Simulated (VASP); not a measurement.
# Cu: relaxation of cell and atoms with PBEsol

Crystal: Cu.

```
Cu
1.0
     2.49614    0.00000    0.00000
    -1.24807    2.16172    0.00000
     0.00000    0.00000    8.15792
Cu
4
Direct
  0.00000 0.00000 0.00000
  0.33333 0.66667 0.25000
  0.00000 0.00000 0.50000
  0.66667 0.33333 0.75000
```

* Program: VASP 6.6.1
* Task: relaxation of cell and atoms
* Functional: PBEsol
* Potentials or basis: VASP PAW PBE potentials, release 64 (Cu)
* Cutoff: 600 eV
* k mesh: 18 × 18 × 6
* Occupations: gaussian, width 0.1 eV
* Spin: no spin polarisation
* Target pressure: 3 GPa
* Dipole correction: no
* Further INCAR settings: ALGO = Fast; EDIFF = 1e-07; IBRION = 2; EDIFFG = -0.008; NSW = 70; ISIF = 3

```json
{"Relaxed volume": "11.18 Å³/atom", "Relaxed cell": "a = 2.509 Å, b = 2.509 Å, c = 8.200 Å, α = 90.00°, β = 90.00°, γ = 120.00°", "Space group after relaxing (to 0.05 Å)": "P6_3/mmc (No. 194)", "Energy change on relaxing (the enthalpy is what falls)": "-4.7 meV/atom", "Ionic steps": "3", "Pressure after relaxing": "3.1 GPa", "Band gap on the k mesh": "zero (band 22 reaches 11.55 eV, above the bottom of band 23 at 6.25 eV)"}
```

The path:
```csv
step,energy change (eV),largest force (eV/Å),pressure (GPa),volume (Å³)
1,0.0000,0.0000,5.87,44.02
2,-0.0257,0.0000,0.79,45.29
3,-0.0189,0.0000,3.08,44.71
```

Final structure:
```
Cu
1.0
     2.50905    0.00000    0.00000
    -1.25453    2.17290    0.00000
     0.00000    0.00000    8.19991
Cu
4
Direct
  0.00000 0.00000 0.00000
  0.33333 0.66667 0.25000
  0.00000 0.00000 0.50000
  0.66667 0.33333 0.75000
```

Levels at points of the mesh, in eV from the Fermi level:
```csv
k point,band 20,band 21,band 22,band 23,band 24,band 25
"(0.00, 0.00, 0.00)",-1.97,-1.97,-1.67,-1.67,-1.16,4.07
"(0.50, 0.00, 0.00)",-1.50,-0.70,0.36,1.05,1.63,4.90
"(0.00, 0.00, 0.50)",-2.28,-1.79,-1.79,-1.79,-1.79,7.23
"(0.50, 0.00, 0.50)",-1.53,0.06,0.06,1.42,1.42,5.39
```

It took 9.1 min on 1 thread of AMD EPYC 7R43 64-Core Processor (Zen 3), with other jobs on the host, peak memory 0.25 GiB.

Caveat: the cell is relaxed towards a set pressure, so the enthalpy falls and the energy may rise; the PAW data sets were made with another functional, which shifts forces and pressure a little.
